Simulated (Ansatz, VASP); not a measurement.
## CaO: VASP beside Ansatz

File POSCAR:

```
CaO
1.0
    0.0000000000      2.3975473901      2.3975473901
    2.3975473901      0.0000000000      2.3975473901
    2.3975473901      2.3975473901      0.0000000000
Ca O
1 1
Direct
    0.0000000000      0.0000000000      0.0000000000
    0.5000000000      0.5000000000      0.5000000000
```

File INCAR.step1:

```
SYSTEM = CaO
PREC = Accurate ; ENCUT = 1480
ISMEAR = 0 ; SIGMA = 0.01
LREAL = .False. ; LASPH = .True.
NELM = 120 ; NBANDS = 15
GGA = PE ; ALGO = Normal
EDIFF = 1E-5 ; LWAVE = .True.
LCHARG = .False. ; GGA_COMPAT = .False.
```

Contents of INCAR.step2:

```
SYSTEM = CaO
PREC = Accurate ; ENCUT = 1480
EDIFF = 1E-6 ; ISMEAR = 0
SIGMA = 0.01 ; LREAL = .False.
LASPH = .True. ; NELM = 120
ALGO = Normal ; ISIF = 2
LWAVE = .False. ; LCHARG = .False.
METAGGA = R2SCAN ; LMIXTAU = .True.
NBANDS = 15 ; ISTART = 1
GGA_COMPAT = .False.
```

The input KPOINTS:

```
Automatic mesh
0
Gamma
  6 6 6
  0 0 0
```

Input for Ansatz:

```yaml
crystal:
  lattice:
    - [0.0, 2.3975473901, 2.3975473901]
    - [2.3975473901, 0.0, 2.3975473901]
    - [2.3975473901, 2.3975473901, 0.0]
  atoms:
    - { symbol: Ca, position: [0.0, 0.0, 0.0] }
    - { symbol: O, position: [0.5, 0.5, 0.5] }
kpoints:
  mp_grid: { grid: [6, 6, 6] }
hamiltonian:
  xc: r2scan
scf:
  occupations: { method: fixed }
  n_extra_bands: 4
  mixing: { beta: 0.05 }
  max_iter: 70
output:
  forces: true
  stress: true
  eigenvalues: true
```

Alike in both runs: task single point; functional r2SCAN; k mesh 6 × 6 × 6; no spin polarisation.

|  | VASP | Ansatz |
| --- | --- | --- |
| version | VASP 6.6.1 | Ansatz 0.2.0 |
| potentials or method | VASP PAW PBE potentials, release 64 (Ca_sv, O_h) | plane waves |
| plane-wave cutoff (eV) | 1480 | 500 |
| occupations | gaussian, width 0.01 eV | fixed |
| valence electrons in the cell | 16 | 16 |

VASP gave:

| Item | Value |
| --- | --- |
| gap on the k mesh at the Fermi level (eV) | 4.19 |
| pressure (GPa) | 1.0 |

Task: Estimate Ansatz's values.

Result: gap on the k mesh at the Fermi level (eV): 4.20; pressure (GPa): 0.0.

VASP's potentials were made for PBE, not for r2SCAN.
